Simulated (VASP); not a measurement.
# HfO2 (Fm-3m) in VASP: further runs, part 2 of 2

VASP 6.6.1. Earlier steps stand in the parts before.

## Step 3: Vibrations by perturbation theory, LDA

This run uses another cell than the first one, of 10.54 Å³/atom.

The input, INCAR:

```
PREC = Accurate
ENCUT = 520
EDIFF = 1E-8
ISMEAR = 0
SIGMA = 0.01
LREAL = F
LASPH = T
NELM = 60
ALGO = Normal
ISIF = 2
LWAVE = F
LCHARG = F
NBANDS = 18
IBRION = 8
NSW = 1
LEPSILON = T
```

The input, KPOINTS:

```
Automatic mesh
0
Gamma
  8 8 8
```

The input, POSCAR:

```
HfO2
1.0
    0.0000000000      2.5095651047      2.5095651047
    2.5095651047      0.0000000000      2.5095651047
    2.5095651047      2.5095651047      0.0000000000
Hf O
1 2
Direct
    0.0000000000      0.0000000000      0.0000000000
    0.2500000000      0.2500000000      0.2500000000
    0.7500000000      0.7500000000      0.7500000000
```

Potentials or basis: VASP PAW LDA potentials, release 64 (Hf_pv, O).

On the command line:

```console
cat potpaw_LDA.64/Hf_pv/POTCAR potpaw_LDA.64/O/POTCAR > POTCAR
mpirun -np 1 vasp_std > vasp.out
```

OUTCAR:

```text
PREC = Accurate
   ENCUT = 520
   EDIFF = 1E-8
   ISMEAR = 0
   LREAL = F
   LASPH = T
   NELM = 60
   ISIF = 2
   IBRION = 8
   NSW = 1
   LEPSILON = T

 ion  position               nearest neighbor table
   1  0.000  0.000  0.000-   3 2.17   3 2.17   3 2.17   2 2.17   3 2.17   2 2.17   2 2.17   2 2.17

   2  0.250  0.250  0.250-   1 2.17   1 2.17   1 2.17   1 2.17
   3  0.750  0.750  0.750-   1 2.17   1 2.17   1 2.17   1 2.17

  LATTYP: Found a face centered cubic cell.
 ALAT       =     5.0191302094

  Lattice vectors:

 A1 = (   0.0000000000,   2.5095651047,   2.5095651047)
 A2 = (   2.5095651047,   0.0000000000,   2.5095651047)
 A3 = (   2.5095651047,   2.5095651047,   0.0000000000)

Analysis of symmetry for initial positions (statically):
[... 822 lines left out ...]
  2X     2.760791    0.000000    0.000000  -11.436758    0.000000    0.000000    8.675967    0.000000    0.000000
  2Y     0.000000    2.760791    0.000000    0.000000  -11.436758    0.000000    0.000000    8.675967    0.000000
  2Z     0.000000    0.000000    2.760791    0.000000    0.000000  -11.436758    0.000000    0.000000    8.675967
  3X     2.760791    0.000000    0.000000    8.675967    0.000000    0.000000  -11.436758    0.000000    0.000000
  3Y     0.000000    2.760791    0.000000    0.000000    8.675967    0.000000    0.000000  -11.436758    0.000000
  3Z     0.000000    0.000000    2.760791    0.000000    0.000000    8.675967    0.000000    0.000000  -11.436758

 Eigenvectors and eigenvalues of the dynamical matrix
 ----------------------------------------------------

   1 f  =   17.527751 THz   110.130106 2PiTHz  584.662833 cm-1    72.488920 meV
             X         Y         Z           dx          dy          dz
      0.000000  0.000000  0.000000     0.000000    0.000000    0.000000
      1.254783  1.254783  1.254783     0.000075    0.707107   -0.000000
      3.764348  3.764348  3.764348    -0.000075   -0.707107    0.000000
[... 43 lines left out ...]
   9 f/i=    0.004384 THz     0.027545 2PiTHz    0.146231 cm-1     0.018130 meV
             X         Y         Z           dx          dy          dz
      0.000000  0.000000  0.000000    -0.009681   -0.919679   -0.040296
      1.254783  1.254783  1.254783    -0.002904   -0.275829   -0.012085
      3.764348  3.764348  3.764348    -0.002904   -0.275829   -0.012085

--------------------------------------------------------------------------------------------------------

 MACROSCOPIC STATIC DIELECTRIC TENSOR IONIC CONTRIBUTION
 ------------------------------------------------------
          31.814492     0.000000     0.000000
           0.000000    31.814492    -0.000000
           0.000000    -0.000000    31.814492
 ------------------------------------------------------

 ELASTIC MODULI CONTR FROM IONIC RELAXATION (kBar)
 Direction    XX          YY          ZZ          XY          YZ          ZX
 --------------------------------------------------------------------------------
 XX           0.0000      0.0000      0.0000      0.0000      0.0000      0.0000
 YY           0.0000      0.0000      0.0000      0.0000      0.0000      0.0000
 ZZ           0.0000      0.0000      0.0000      0.0000      0.0000      0.0000
 XY           0.0000      0.0000      0.0000   -286.9185     -0.0000      0.0000
 YZ           0.0000      0.0000      0.0000     -0.0000   -286.9185      0.0000
 ZX           0.0000      0.0000      0.0000      0.0000      0.0000   -286.9185
 --------------------------------------------------------------------------------

 PIEZOELECTRIC TENSOR IONIC CONTR  for field in x, y, z        (C/m^2)
          XX          YY          ZZ          XY          YZ          ZX
  --------------------------------------------------------------------------------
  x     0.00000     0.00000     0.00000    -0.00000     0.00000    -0.00000
  y     0.00000     0.00000     0.00000     0.00000     0.00000     0.00000
  z     0.00000     0.00000     0.00000     0.00000     0.00000     0.00000
```

OSZICAR:

```text
N       E                     dE             d eps       ncg     rms          rms(c)
DAV:   1     0.902387087253E+02    0.90239E+02   -0.12714E+04  1052   0.122E+03
DAV:   2    -0.345574763192E+02   -0.12480E+03   -0.11992E+03  1326   0.292E+02
[... 167 lines left out ...]
RMM:   9    -0.360781708817E+00   -0.26981E-06    0.10876E-09  6208   0.150E-04    0.747E-05
RMM:  10    -0.360781363026E+00    0.34579E-06    0.74507E-10  6266   0.556E-05    0.181E-05
RMM:  11    -0.360781340363E+00    0.22663E-07   -0.12776E-08  6588   0.352E-05    0.116E-05
RMM:  12    -0.360781368403E+00   -0.28040E-07   -0.98195E-09  6375   0.328E-05    0.959E-07
RMM:  13    -0.360781378637E+00   -0.10234E-07   -0.53715E-09  6060   0.313E-05    0.101E-06
RMM:  14    -0.360781376123E+00    0.25138E-08   -0.63020E-09  5555   0.309E-05    0.237E-07
 Linear response finished
```

stdout:

```text
POSCAR found type information on POSCAR HfO
 POSCAR found :  2 types and       3 ions
 scaLAPACK will be used
 LDA part: xc-table for (Slater(with rela. corr.)+CA(PZ))
 , standard interpolation
 POSCAR, INCAR and KPOINTS ok, starting setup
 FFT: planning ... GRIDC
 FFT: planning ... GRID_SOFT
 FFT: planning ... GRID
[... 24 lines left out ...]
 Linear response to external field, progress :
  Direction:   3
 dielectric tensor                  component  3 :     0.006     0.044     5.347
 Linear response DOF=           2
 Linear response progress:
 first order change of Fermi-energy   0.24032E-04
 force on displaced ion       1 direction 1 :  -5.541   0.000   0.000
 Born effective charge ion    1 direction 1 :   5.545   0.000   0.000
 Linear response progress:
 first order change of Fermi-energy  -0.14682E-04
 force on displaced ion       2 direction 1 : -11.437  -0.000  -0.000
 Born effective charge ion    2 direction 1 :  -2.773   0.000   0.000
 Born effective charges drift removed
 Linear response finished
```

Wall time 9.6 min (1 thread of AMD EPYC 7R13, shared host); peak memory 0.23 GiB.

What came out:

| Property | Result |
| --- | --- |
| Electronic dielectric tensor (diagonal) | 5.35 |
| Born charges (mean of the diagonal) | Hf +5.55; O -2.77 e |
| Highest phonon frequency at Γ, LO-TO splitting left out | 585 cm⁻¹ |

Phonon frequencies in cm⁻¹ (negative: imaginary):
```
              q point                    frequencies
(0.000, 0.000, 0.000)  0 0 0 235 235 235 585 585 585
```

Electronic dielectric tensor:
```
5.35 0.00 0.00
0.00 5.35 0.00
0.00 0.00 5.35
```

Born effective charge tensors (e):
atom 1, Hf
```
5.55 0.00 0.00
0.00 5.55 0.00
0.00 0.00 5.55
```
atom 2, O
```
-2.77  0.00  0.00
 0.00 -2.77  0.00
 0.00  0.00 -2.77
```
atom 3, O
```
-2.77  0.00  0.00
 0.00 -2.77  0.00
 0.00  0.00 -2.77
```

Caveat: the cell stands under pressure or tension, which shifts response properties; spin-orbit coupling is left out, which moves the levels of the heavy elements.

## Step 4: Vibrations by perturbation theory, LDA

This run uses another cell than the first one, of 9.12 Å³/atom.

The input, INCAR:

```
SYSTEM = HfO2
PREC = Accurate
ENCUT = 520
EDIFF = 1E-8
ISMEAR = 0
SIGMA = 0.01
LREAL = .FALSE.
LASPH = .TRUE.
NELM = 60
ALGO = Normal
ISIF = 2
LWAVE = .FALSE.
LCHARG = .FALSE.
GGA = CA
IBRION = 8
NSW = 1
LEPSILON = .TRUE.
```

The input, KPOINTS:

```
regular mesh
0
G
  8 8 8
  0 0 0
```

The input, POSCAR:

```
HfO2
1.0
    0.0000000000      2.3914379143      2.3914379143
    2.3914379143      0.0000000000      2.3914379143
    2.3914379143      2.3914379143      0.0000000000
Hf O
1 2
Direct
    0.0000000000      0.0000000000      0.0000000000
    0.2500000000      0.2500000000      0.2500000000
    0.7500000000      0.7500000000      0.7500000000
```

Potentials or basis: VASP PAW LDA potentials, release 64 (Hf_pv, O).

On the command line:

```console
cat potpaw_LDA.64/Hf_pv/POTCAR potpaw_LDA.64/O/POTCAR > POTCAR
mpirun -np 1 vasp_std > vasp.out
```

OUTCAR:

```text
SYSTEM = HfO2
   PREC = Accurate
   ENCUT = 520
   EDIFF = 1E-8
   ISMEAR = 0
   LREAL = .FALSE.
   LASPH = .TRUE.
   NELM = 60
   ISIF = 2
   GGA = CA
   IBRION = 8
   NSW = 1
   LEPSILON = .TRUE.

 ion  position               nearest neighbor table
   1  0.000  0.000  0.000-   3 2.07   3 2.07   3 2.07   2 2.07   3 2.07   2 2.07   2 2.07   2 2.07

   2  0.250  0.250  0.250-   1 2.07   1 2.07   1 2.07   1 2.07
   3  0.750  0.750  0.750-   1 2.07   1 2.07   1 2.07   1 2.07

[... 818 lines left out ...]
   9 f/i=    0.002084 THz     0.013095 2PiTHz    0.069520 cm-1     0.008619 meV
             X         Y         Z           dx          dy          dz
      0.000000  0.000000  0.000000     0.846533    0.362210    0.005481
      1.195719  1.195719  1.195719     0.253580    0.108501    0.001642
      3.587157  3.587157  3.587157     0.253580    0.108501    0.001642

--------------------------------------------------------------------------------------------------------

 MACROSCOPIC STATIC DIELECTRIC TENSOR IONIC CONTRIBUTION
 ------------------------------------------------------
          14.136510     0.000000     0.000000
           0.000000    14.136510     0.000000
           0.000000     0.000000    14.136510
 ------------------------------------------------------

 ELASTIC MODULI CONTR FROM IONIC RELAXATION (kBar)
 Direction    XX          YY          ZZ          XY          YZ          ZX
 --------------------------------------------------------------------------------
 XX          -0.0000     -0.0000      0.0000      0.0000     -0.0000     -0.0000
 YY          -0.0000     -0.0000     -0.0000     -0.0000     -0.0000     -0.0000
 ZZ           0.0000     -0.0000     -0.0000     -0.0000      0.0000     -0.0000
 XY           0.0000     -0.0000     -0.0000  -1167.4798      0.0000     -0.0000
 YZ          -0.0000     -0.0000      0.0000      0.0000  -1167.4798     -0.0000
 ZX          -0.0000     -0.0000     -0.0000     -0.0000     -0.0000  -1167.4798
 --------------------------------------------------------------------------------

 PIEZOELECTRIC TENSOR IONIC CONTR  for field in x, y, z        (C/m^2)
          XX          YY          ZZ          XY          YZ          ZX
  --------------------------------------------------------------------------------
  x    -0.00000     0.00000     0.00000     0.00000    -0.00000     0.00000
  y     0.00000     0.00000    -0.00000    -0.00000     0.00000     0.00000
  z    -0.00000    -0.00000    -0.00000    -0.00000    -0.00000    -0.00000
```

OSZICAR:

```text
N       E                     dE             d eps       ncg     rms          rms(c)
DAV:   1     0.100144135825E+03    0.10014E+03   -0.13299E+04   878   0.149E+03
DAV:   2    -0.348270762350E+02   -0.13497E+03   -0.13081E+03  1109   0.327E+02
[... 175 lines left out ...]
RMM:   8    -0.361886815005E+00    0.12223E-04   -0.37136E-08  4483   0.158E-03    0.637E-04
RMM:   9    -0.361890011150E+00   -0.31961E-05   -0.17616E-09  4998   0.422E-04    0.841E-04
RMM:  10    -0.361889844752E+00    0.16640E-06   -0.20882E-09  5113   0.131E-04    0.575E-05
RMM:  11    -0.361889716013E+00    0.12874E-06   -0.50547E-08  5218   0.622E-05    0.115E-04
RMM:  12    -0.361889643811E+00    0.72202E-07   -0.13280E-08  5032   0.481E-05    0.119E-05
RMM:  13    -0.361889652606E+00   -0.87953E-08   -0.10334E-08  5218   0.378E-05    0.786E-06
 Linear response finished
```

stdout:

```text
POSCAR found type information on POSCAR HfO
 POSCAR found :  2 types and       3 ions
 scaLAPACK will be used
 LDA part: xc-table for (Slater(with rela. corr.)+CA(PZ))
 , standard interpolation
 POSCAR, INCAR and KPOINTS ok, starting setup
 FFT: planning ... GRIDC
 FFT: planning ... GRID_SOFT
 FFT: planning ... GRID
[... 24 lines left out ...]
 Linear response to external field, progress :
  Direction:   3
 dielectric tensor                  component  3 :     0.015     0.057     5.336
 Linear response DOF=           2
 Linear response progress:
 first order change of Fermi-energy   0.32857E-04
 force on displaced ion       1 direction 1 : -14.807   0.000   0.000
 Born effective charge ion    1 direction 1 :   5.624   0.000   0.000
 Linear response progress:
 first order change of Fermi-energy   0.17852E+01
 force on displaced ion       2 direction 1 : -19.200  -0.000  -0.000
 Born effective charge ion    2 direction 1 :  -2.812   0.000   0.000
 Born effective charges drift removed
 Linear response finished
```

It took 6.8 min on 1 thread of Intel Xeon 8259CL, shared host; peak memory 0.24 GiB.

Results:

* Electronic dielectric tensor (diagonal): 5.34
* Born charges (mean of the diagonal): Hf +5.62; O -2.81 e
* Highest phonon frequency at Γ, LO-TO splitting left out: 726 cm⁻¹

Phonon frequencies in cm⁻¹ (negative: imaginary):
```tsv
q point	frequencies
(0.000, 0.000, 0.000)	0 0 0 385 385 385 726 726 726
```

Electronic dielectric tensor:
```
5.34 0.00 0.00
0.00 5.34 0.00
0.00 0.00 5.34
```

Born effective charge tensors (e):
atom 1, Hf
```
5.62 0.00 0.00
0.00 5.62 0.00
0.00 0.00 5.62
```
atom 2, O
```
-2.81  0.00  0.00
 0.00 -2.81  0.00
 0.00  0.00 -2.81
```
atom 3, O
```
-2.81  0.00  0.00
 0.00 -2.81  0.00
 0.00  0.00 -2.81
```

Caveat: the cell stands under pressure or tension, which shifts response properties; spin-orbit coupling is left out, which moves the levels of the heavy elements.
